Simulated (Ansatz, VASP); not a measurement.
**One calculation of Cd2SeO, two programs**

INCAR

```
SYSTEM = Cd2SeO
PREC = Accurate ; ENCUT = 520
EDIFF = 1E-6 ; ISMEAR = -1
SIGMA = 0.02 ; LREAL = .False.
LASPH = .True. ; NELM = 80
ALGO = Normal ; ISIF = 2
LWAVE = .False. ; LCHARG = .False.
GGA = PE ; NBANDS = 26
```

The input KPOINTS:

```
Automatic mesh
0
Gamma
  6 6 4
  0 0 0
```

POSCAR

```
Cd2SeO
1.0
    3.7276838816      0.0000000000      0.0000000000
    0.0000000000      3.7276838816      0.0000000000
    0.0000000000      0.0000000000      5.1282344782
O Cd Se
1 2 1
Direct
    0.0000000000      0.0000000000      0.0000000000
    0.0000000000      0.0000000000      0.5000000000
    0.5000000000      0.5000000000      0.0000000000
    0.5000000000      0.5000000000      0.5000000000
```

Input for Ansatz:

```yaml
crystal:
  lattice:
    - [3.7276838816, 0.0, 0.0]
    - [0.0, 3.7276838816, 0.0]
    - [0.0, 0.0, 5.1282344782]
  atoms:
    - { symbol: O, position: [0.0, 0.0, 0.0] }
    - { symbol: Cd, position: [0.0, 0.0, 0.5] }
    - { symbol: Se, position: [0.5, 0.5, 0.5] }
    - { symbol: Cd, position: [0.5, 0.5, 0.0] }
kpoints:
  mp_grid: { grid: [6, 6, 4] }
hamiltonian:
  xc: pbe
scf:
  occupations: { method: fermi_dirac, width: 0.02 }
  n_extra_bands: 5
output:
  forces: true
  stress: true
  eigenvalues: true
```

Alike in both runs: task single point; functional PBE; k mesh 6 × 6 × 4; occupations fermi-dirac, width 0.02 eV; no spin polarisation.

|  | VASP | Ansatz |
| --- | --- | --- |
| version | VASP 6.6.1 | Ansatz 0.2.0 |
| potentials or method | VASP PAW PBE potentials, release 64 (O, Cd, Se) | plane waves, PAW |
| plane-wave cutoff (eV) | 520 | 420 |
| valence electrons in the cell | 36 | 62 |

VASP gave:

* pressure (GPa): 6.2

Problem. Estimate Ansatz's values.

Solution. Pressure (GPa): 5.5.

VASP's potentials hold 36 valence electrons a cell and Ansatz's 62, so a difference there can come from the potentials and not from the codes.
